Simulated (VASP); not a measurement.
# La (P6_3/mmc) in VASP: single point with PBEsol

Aim: the single point of La with PBEsol.

All numbers are computed with VASP 6.6.1; they aren't measurements. Logs are shortened: lines on timing, memory, paths and dates and some standing lists are left out, and cuts for length are marked.

### Step 1. The cell of the first run

The structure is hexagonal, space group P6_3/mmc (No. 194). The conventional cell has a = 3.639 Å, b = 3.639 Å, c = 6.004 Å, α = 90.00°, β = 90.00°, γ = 120.00°. La (site symmetry -6m2) has 12 La at 3.64 to 3.66 Å within 4.8 Å.

### Step 2. Single point, PBEsol

INCAR reads:

```
SYSTEM = La
  PREC = Accurate
  ENCUT = 500
  EDIFF = 1E-6
  ISMEAR = 0
  SIGMA = 0.1
  LREAL = .FALSE.
  LASPH = .TRUE.
  NELM = 200
  ALGO = Normal
  ISIF = 2
  LWAVE = .FALSE.
  LCHARG = .FALSE.
  GGA = PS
  NBANDS = 18
  ISYM = 0
  GGA_COMPAT = .FALSE.
  LMAXMIX = 6
```

KPOINTS reads:

```
regular mesh
0
G
  10 6 11
  0 0 0
```

POSCAR reads:

```
La
1.0
    3.6393323880      0.0000000000      0.0000000000
    0.0000000000      6.0037447349      0.0000000000
    1.8196661940      0.0000000000      3.1517543008
La
2
Direct
    0.3333333333      0.7500000000      0.3333333333
    0.6666666667      0.2500000000      0.6666666667
```

Potentials or basis: VASP PAW PBE potentials, release 64 (La).

On the command line:

```
cat potpaw_PBE.64/La/POTCAR > POTCAR
mpirun -np 1 vasp_std > vasp.out
```

OUTCAR:

```text
SYSTEM = La
   PREC = Accurate
   ENCUT = 500
   EDIFF = 1E-6
   ISMEAR = 0
   LREAL = .FALSE.
   LASPH = .TRUE.
   NELM = 200
   ISIF = 2
   GGA = PS
   ISYM = 0

 ion  position               nearest neighbor table
   1  0.333  0.750  0.333-   2 3.66   2 3.66   2 3.66   2 3.66   2 3.66   2 3.66
   2  0.667  0.250  0.667-   1 3.66   1 3.66   1 3.66   1 3.66   1 3.66   1 3.66

IMPORTANT INFORMATION: All symmetrisations will be switched off!
NOSYMM: (Re-)initialisation of all symmetry stuff for point group C_1.

----------------------------------------------------------------------------------------

                                     Primitive cell

  volume of cell :      68.8646

  direct lattice vectors                    reciprocal lattice vectors
     3.639332388  0.000000000  0.000000000     0.274775671  0.000000000 -0.158641808
     0.000000000  6.003744735  0.000000000     0.000000000  0.166562711  0.000000000
     1.819666194  0.000000000  3.151754301     0.000000000  0.000000000  0.317283616

  length of vectors
     3.639332388  6.003744735  3.639332388     0.317283616  0.166562711  0.317283616

  position of ions in fractional coordinates (direct lattice)
     0.333333333  0.750000000  0.333333333
     0.666666667  0.250000000  0.666666667

  ion indices of the primitive-cell ions
   primitive index   ion index
                 1           1
                 2           2

----------------------------------------------------------------------------------------

 KPOINTS: regular mesh

Automatic generation of k-mesh.
 Grid dimensions read from file:
 generate k-points for:   10    6   11

 Generating k-lattice:

  Cartesian coordinates                     Fractional coordinates (reciprocal lattice)
     0.027477567  0.000000000 -0.015864181     0.100000000  0.000000000  0.000000000
     0.000000000  0.027760452  0.000000000     0.000000000  0.166666667  0.000000000
     0.000000000  0.000000000  0.028843965     0.000000000  0.000000000  0.090909091

  Length of vectors
     0.031728362  0.027760452  0.028843965

  Shift w.r.t. Gamma in fractional coordinates (k-lattice)
     0.000000000  0.000000000  0.000000000

 -----------------------------------------------------------------------------
|                                                                             |
|           W    W    AA    RRRRR   N    N  II  N    N   GGGG   !!!           |
|           W    W   A  A   R    R  NN   N  II  NN   N  G    G  !!!           |
|           W    W  A    A  R    R  N N  N  II  N N  N  G       !!!           |
|           W WW W  AAAAAA  RRRRR   N  N N  II  N  N N  G  GGG   !            |
|           WW  WW  A    A  R   R   N   NN  II  N   NN  G    G                |
|           W    W  A    A  R    R  N    N  II  N    N   GGGG   !!!           |
|                                                                             |
|     Your reciprocal lattice and k-lattice belong to different lattice       |
|     classes:                                                                |
|                                                                             |
|        The reciprocal lattice is hexagonal,                                 |
|        whereas your k-lattice is simple monoclinic.                         |
|                                                                             |
|     Results are often still useful ...                                      |
|                                                                             |
 -----------------------------------------------------------------------------

 WARNING: IBZKPT: internal override: KBLOWUP is changed to .FALSE.
      ... skipping the blow-up phase ...

 Subroutine IBZKPT returns following result:
 ===========================================

 Found    332 irreducible k-points:

 Following reciprocal coordinates:
            Coordinates               Weight
  0.000000  0.000000  0.000000      1.000000
  0.100000  0.000000  0.000000      2.000000
  0.200000  0.000000  0.000000      2.000000
  0.300000  0.000000 -0.000000      2.000000
  0.400000  0.000000 -0.000000      2.000000
  0.500000  0.000000  0.000000      1.000000
[... 16 lines left out ...]
 -0.400000  0.333333  0.000000      2.000000
 -0.300000  0.333333  0.000000      2.000000
 [... further k-points ...]
   k-points           NKPTS =    332   k-points in BZ     NKDIM =    332   number of bands    NBANDS=     18
   number of dos      NEDOS =    301   number of ions     NIONS =      2
   total plane-waves  NPLWV =  37632
   dimension x,y,z NGX =    28 NGY =   48 NGZ =   28
   dimension x,y,z NGXF=    56 NGYF=   96 NGZF=   56
   ions per type =               2
   NGX,Y,Z   is equivalent  to a cutoff of  12.79, 13.29, 12.79 a.u.
   NGXF,Y,Z  is equivalent  to a cutoff of  25.58, 26.58, 25.58 a.u.
 SYSTEM =  La
   PREC   = accura    normal or accurate (medium, high low for compatibility)
   ISTART =      0    job   : 0-new  1-cont  2-samecut
   ICHARG =      2    charge: 1-file 2-atom 10-const
   ISPIN  =      1    spin polarized calculation?
   LNONCOLLINEAR =      F non collinear calculations
   LSORBIT =      F    spin-orbit coupling
   LASPH  =      T    aspherical Exc in radial PAW
   ENCUT  =  500.0 eV  36.75 Ry    6.06 a.u.   6.64 10.95  6.64*2*pi/ulx,y,z
   NELM   =    200;   NELMIN=  2; NELMDL= -5     # of ELM steps
   EDIFF  = 0.1E-05   stopping-criterion for ELM
   LREAL  =      F    real-space projection
   EDIFFG = 0.1E-04   stopping-criterion for IOM
   NSW    =      0    number of steps for IOM
   IBRION =     -1    ionic relax: 0-MD 1-quasi-New 2-CG
   NFREE  =      0    steps in history (QN), initial steepest desc. (CG)
   ISIF   =      2    stress and relaxation
   ISYM   =      0    0-nonsym 1-usesym 2-fastsym
   POTIM  = 0.5000    time-step for ionic-motion
   TEBEG  =    0.0;   TEEND  =   0.0 temperature during run
   PSTRESS=    0.0 pullay stress
   NELECT =      22.0000    total number of electrons
   NUPDOWN=      -1.0000    fix difference up-down
   EMIN   =  10.00;   EMAX   =-10.00  energy-range for DOS
   EFERMI =   0.00;   METHOD = LEGACY
   ISMEAR =     0;   SIGMA  =   0.10  broadening in eV -4-tet -1-fermi 0-gaus
   EFERMI_NEDOS =   21; number of points for ismear=-14 and -15
   IALGO  =     38    algorithm
   IMIX   =      4    mixing-type and parameters
     AMIX     =   0.40;   BMIX     =  1.00
     AMIX_MAG =   1.60;   BMIX_MAG =  1.00
  volume/ion in A,a.u.               =      34.43       232.36
  Fermi-wavevector in a.u.,A,eV,Ry     =   1.119138  2.114864 17.040886  1.252470
  Thomas-Fermi vector in A             =   2.255775
   LORBIT       =      0    0 simple, 1 ext, 2 COOP (PROOUT), +10 PAW based schemes
   GGA     = PS    functional components
   LHFCALC =     F    Hartree Fock is set to
   AEXX    =    0.0000 exact exchange contribution
   IVDW    =     0    specifies the selected vdW correction
   LEPSILON=     F    determine dielectric tensor
   LRPA    =     F    only Hartree local field effects (RPA)
 non-spin polarized calculation
 Gauss-broadening in eV      SIGMA  =   0.10
  energy-cutoff  :      500.00
  volume of cell :       68.86
 maximum number of plane-waves:      1786
   NGX = 13   NGY = 21   NGZ = 13

 number of electron      22.0000000 magnetization

 Free energy of the ion-electron system (eV)
  ---------------------------------------------------
  ext. energy  EPLUGINS =         0.00000000
  ---------------------------------------------------
  free energy    TOTEN  =       -10.63218960 eV

  energy without entropy =      -10.61521636  energy(sigma->0) =      -10.62370298

 E-fermi :   8.4510     XC(G=0):  -9.9974

 val. band max:        8.4469151928   @ k =   0.3000   0.5000   0.1818
 cond. band min:       8.4570299741   @ k =   0.3000   0.0000   0.1818
 fundamental gap:      0.0101147813
 Fermi energy:         8.4510282199

 k-point     1 :       0.0000    0.0000    0.0000
  band No.  band energies     occupation
      1     -24.2799      2.00000
      2     -24.0249      2.00000
      3      -8.7590      2.00000
      4      -7.2464      2.00000
      5      -7.2442      2.00000
      6      -7.0520      2.00000
[... 10 lines left out ...]
     17      10.2802      0.00000
     18      10.4428      0.00000

 k-point     2 :       0.1000    0.0000    0.0000
  band No.  band energies     occupation
      1     -24.2577      2.00000
      2     -24.0131      2.00000
      3      -8.7073      2.00000
      4      -7.3922      2.00000
      5      -7.2892      2.00000
      6      -7.1850      2.00000
[... 10 lines left out ...]
     17      10.3310      0.00000
     18      10.3446      0.00000

 k-point     3 :       0.2000    0.0000    0.0000
  band No.  band energies     occupation
      1     -24.1976      2.00000
      2     -23.9834      2.00000
      3      -8.5609      2.00000
      4      -7.7635      2.00000
      5      -7.5486      2.00000
      6      -7.3967      2.00000
[... 10 lines left out ...]
     17      10.2926      0.00000
     18      10.4363      0.00000

 k-point     4 :       0.3000    0.0000   -0.0000
  band No.  band energies     occupation
      1     -24.1177      2.00000
      2     -23.9504      2.00000
      3      -8.3475      2.00000
      4      -8.1972      2.00000
      5      -7.9568      2.00000
      6      -7.5197      2.00000
[... 10 lines left out ...]
     17      10.4680      0.00000
     18      10.4763      0.00000

 k-point     5 :       0.4000    0.0000   -0.0000
  band No.  band energies     occupation
      1     -24.0444      2.00000
      2     -23.9308      2.00000
      3      -8.5290      2.00000
      4      -8.2627      2.00000
      5      -8.1205      2.00000
      6      -7.6135      2.00000
[... 10 lines left out ...]
     17      10.4621      0.00000
     18      10.5649      0.00000

 k-point     6 :       0.5000    0.0000    0.0000
  band No.  band energies     occupation
      1     -24.0115      2.00000
      2     -23.9279      2.00000
      3      -8.6516      2.00000
      4      -8.3749      2.00000
      5      -8.0007      2.00000
      6      -7.6482      2.00000
[... 10 lines left out ...]
     17      10.5585      0.00000
     18      10.5735      0.00000

 k-point     7 :       0.0000    0.1667    0.0000
  band No.  band energies     occupation
      1     -24.2635      2.00000
      2     -24.0426      2.00000
      3      -8.6586      2.00000
      4      -7.2326      2.00000
      5      -7.2304      2.00000
      6      -7.1847      2.00000
[... 10 lines left out ...]
     17      10.2225      0.00000
     18      10.4547      0.00000

 k-point     8 :       0.1000    0.1667    0.0000
  band No.  band energies     occupation
      1     -24.2419      2.00000
      2     -24.0301      2.00000
      3      -8.6142      2.00000
      4      -7.3751      2.00000
      5      -7.2812      2.00000
      6      -7.2739      2.00000
[... 10 lines left out ...]
     17      10.3504      0.00000
     18      10.4009      0.00000
[... 229 lines left out ...]
     17      10.3319      0.00000
     18      10.4280      0.00000

 k-point    20 :       0.3000    0.3333   -0.0000
  band No.  band energies     occupation
      1     -24.0766      2.00000
      2     -23.9929      2.00000
      3      -8.4191      2.00000
      4      -8.1969      2.00000
      5      -7.7679      2.00000
      6      -7.4387      2.00000
[... 10 lines left out ...]
     17      10.4480      0.00000
     18      10.4704      0.00000

 k-point    21 :       0.4000    0.3333   -0.0000
  band No.  band energies     occupation
      1     -24.0162      2.00000
      2     -23.9594      2.00000
      3      -8.6391      2.00000
      4      -8.4853      2.00000
      5      -7.7294      2.00000
      6      -7.5249      2.00000
[... 10 lines left out ...]
     17      10.4858      0.00000
     18      10.5116      0.00000

 k-point    22 :       0.5000    0.3333    0.0000
  band No.  band energies     occupation
      1     -23.9905      2.00000
      2     -23.9487      2.00000
      3      -8.7392      2.00000
      4      -8.5922      2.00000
      5      -7.6816      2.00000
      6      -7.5571      2.00000
[... 10 lines left out ...]
     17      10.5379      0.00000
     18      10.5536      0.00000

 k-point    23 :      -0.4000    0.3333    0.0000
  band No.  band energies     occupation
      1     -24.0162      2.00000
      2     -23.9594      2.00000
      3      -8.6391      2.00000
      4      -8.4853      2.00000
      5      -7.7294      2.00000
      6      -7.5249      2.00000
[... 10 lines left out ...]
     17      10.4877      0.00000
     18      10.5118      0.00000

 k-point    24 :      -0.3000    0.3333    0.0000
  band No.  band energies     occupation
      1     -24.0766      2.00000
      2     -23.9929      2.00000
      3      -8.4191      2.00000
      4      -8.1969      2.00000
      5      -7.7679      2.00000
      6      -7.4387      2.00000
[... 10 lines left out ...]
     17      10.4445      0.00000
     18      10.4596      0.00000

 [... further k-points ...]

------------------------ aborting loop because EDIFF is reached ----------------------------------------

  FORCE on cell =-STRESS in cart. coord.  units (eV):
  Direction    XX          YY          ZZ          XY          YZ          ZX
  --------------------------------------------------------------------------------------
  -------------------------------------------------------------------------------------
  Total        0.0199376     -0.1032652      0.0920132      0.0000326     -0.0000676     -0.0546290
  in kB        0.4638608     -2.4025279      2.1407426      0.0007595     -0.0015721     -1.2709761
  external PRESSURE =       0.0673585 kB  Pullay stress =       0.0000000 kB

 VOLUME and BASIS-vectors are now :
 -----------------------------------------------------------------------------
  energy-cutoff  :      500.00
  volume of cell :       68.86
      direct lattice vectors                 reciprocal lattice vectors
     3.639332388  0.000000000  0.000000000     0.274775671  0.000000000 -0.158641808
     0.000000000  6.003744735  0.000000000     0.000000000  0.166562711  0.000000000
     1.819666194  0.000000000  3.151754301     0.000000000  0.000000000  0.317283616

 POSITION                                       TOTAL-FORCE (eV/Angst)
 -----------------------------------------------------------------------------------
      1.81967      4.50281      1.05058         0.002250      0.000006     -0.007484
      3.63933      1.50094      2.10117        -0.002250     -0.000006      0.007484
 -----------------------------------------------------------------------------------
    total drift:                               -0.000007     -0.000001      0.000008

  FREE ENERGIE OF THE ION-ELECTRON SYSTEM (eV)
  ---------------------------------------------------
  free  energy   TOTEN  =       -10.6321895991 eV

  energy  without entropy=      -10.6152163595  energy(sigma->0) =      -10.62370298
```

Wall time 4 min (1 thread of Intel Xeon 6975P-C (Granite Rapids), shared host); peak memory 0.49 GiB.

Results:

| Quantity | Value |
| --- | --- |
| Free energy | -10.6322 eV |
| Pressure | 0.0 GPa |
| Largest force | 0.008 eV/Å |
| Band gap on the k mesh | zero (bands 11 and 12 overlap by 1.60 eV) |

Forces on the atoms (eV/Å):
```
La   0.002  0.000 -0.007
La  -0.002  0.000  0.007
```

Stress tensor (GPa, compression positive):
```
 0.05  0.00 -0.13
 0.00 -0.24  0.00
-0.13  0.00  0.21
```

Levels at points of the mesh, in eV from the Fermi level:
| k point | band 7 | band 8 | band 9 | band 10 | band 11 | band 12 | band 13 | band 14 | band 15 | band 16 |
| --- | --- | --- | --- | --- | --- | --- | --- | --- | --- | --- |
| (0.00, 0.00, 0.00) | -15.49 | -15.49 | -3.16 | -1.83 | 1.07 | 1.43 | 1.43 | 1.67 | 1.74 | 1.82 |
| (0.50, 0.00, 0.00) | -15.91 | -15.72 | -1.77 | -1.29 | -1.20 | 1.37 | 1.38 | 1.43 | 1.60 | 2.04 |
| (0.00, 0.50, 0.00) | -15.59 | -15.59 | -1.82 | -1.82 | 0.65 | 0.65 | 1.49 | 1.49 | 1.49 | 1.50 |
| (0.50, 0.50, 0.00) | -15.91 | -15.91 | -1.80 | -1.80 | -0.53 | -0.53 | 1.73 | 1.73 | 1.97 | 1.97 |

Caveat: the PAW data sets were made with another functional, which shifts forces and pressure a little; spin-orbit coupling is left out, which moves the levels of the heavy elements.
